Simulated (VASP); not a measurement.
Write the native input for VASP 6.6.1 that does the following.

```
Task                   : single point
Functional             : PBE
Potentials or basis    : VASP PAW PBE potentials, release 64 (Ge_d, Sb, Te)
Cutoff                 : 520 eV
k mesh                 : 5 × 5 × 1
Occupations            : gaussian, width 0.1 eV
Spin                   : no spin polarisation
Dipole correction      : no
Further INCAR settings : ALGO = Normal; EDIFF = 1e-06; NBANDS = 26; ISYM = 0
```

The structure of GeSbTe3 lies in POSCAR:

```
GeSbTe3
1.0
    2.1034800504      1.2144447733      9.8714625907
   -2.1034800504      1.2144447733      9.8714625907
    0.0000000000     -2.4288895466      9.8714625907
Ge Sb Te
1 1 3
Direct
    0.5978230000      0.5978230000      0.5978230000
    0.3977000000      0.3977000000      0.3977000000
    0.9983600000      0.9983600000      0.9983600000
    0.7925750000      0.7925750000      0.7925750000
    0.2135430000      0.2135430000      0.2135430000
```

One way to write it, as run:

INCAR

```
SYSTEM = GeSbTe3
  PREC = Accurate
  ENCUT = 520
  EDIFF = 1E-6
  ISMEAR = 0
  SIGMA = 0.1
  LREAL = .False.
  LASPH = .True.
  NELM = 100
  ALGO = Normal
  ISIF = 2
  LWAVE = .False.
  LCHARG = .False.
  GGA = PE
  ISYM = 0
  NBANDS = 26
```

KPOINTS

```
regular mesh
0
Gamma
  5 5 1
  0 0 0
```

Potentials or basis: VASP PAW PBE potentials, release 64 (Ge_d, Sb, Te).

The run is started by

```sh
$ cat potpaw_PBE.64/Ge_d/POTCAR potpaw_PBE.64/Sb/POTCAR potpaw_PBE.64/Te/POTCAR > POTCAR
$ mpirun -np 1 vasp_std > vasp.out
```

It gave:

```json
{
  "Pressure": "-0.1 GPa",
  "Largest force": "0.089 eV/Å"
}
```

Caveat: the k points lie up to 1.74 Å⁻¹ apart.

Run time: 2.8 min on 1 thread of Intel(R) Xeon(R) 6975P-C (Granite Rapids), on a shared host, peak memory 0.92 GiB.
